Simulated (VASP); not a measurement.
Input of a VASP 6.6.1 run:

INCAR

```
SYSTEM = TmTa
PREC     = Accurate       ! precision mode
ENCUT    = 520            ! plane-wave cutoff, eV
EDIFF    = 1E-6           ! SCF threshold, eV
ISMEAR   = -1             ! smearing method
SIGMA    = 0.1            ! smearing width, eV
LREAL    = .FALSE.        ! projectors in reciprocal space
LASPH    = .TRUE.         ! aspherical terms in the spheres
NELM     = 100            ! most SCF steps
ALGO     = Normal         ! electronic algorithm
ISIF     = 2              ! what is computed and relaxed
LWAVE    = .FALSE.        ! write WAVECAR
LCHARG   = .FALSE.        ! write CHGCAR
GGA      = PE             ! functional
NBANDS   = 24             ! bands
```

KPOINTS

```
Automatic mesh
0
Gamma
  5 5 5
  0.5 0 0.5
```

Contents of POSCAR:

```
TmTa
1.0
    3.3590690000      0.0700990000      0.0769680000
    0.0700990000      3.3636730000     -0.0114400000
    0.0769680000     -0.0114400000      3.3943460000
Ta Tm
1 1
Direct
    0.5086210000      0.4975580000      0.5054110000
    0.9765970000      0.9846410000      0.0026870000
```

Potentials or basis: VASP PAW PBE potentials, release 64 (Ta_pv, Tm).

Launch:

```bash
$ cat potpaw_PBE.64/Ta_pv/POTCAR potpaw_PBE.64/Tm/POTCAR > POTCAR
$ mpirun -np 1 vasp_std > vasp.out
```

Q: What does it give for the band gap on the k mesh?

A: Zero (bands 17 and 18 overlap by 0.47 eV).

Q: Predict the largest force.

A: 0.747 eV/Å.

Q: Predict the pressure.

A: 14.5 GPa.

Forces on the atoms (eV/Å):
```
Ta  -0.707 -0.243  0.005
Tm   0.707  0.243 -0.005
```

Caveat: the k points lie up to 0.37 Å⁻¹ apart; spin-orbit coupling is left out, which moves the levels of the heavy elements; semilocal functionals describe open f shells poorly, which spoils levels, moments and volumes. Spin polarisation is off, so any magnetic state and its effect on volume and gap are missing.
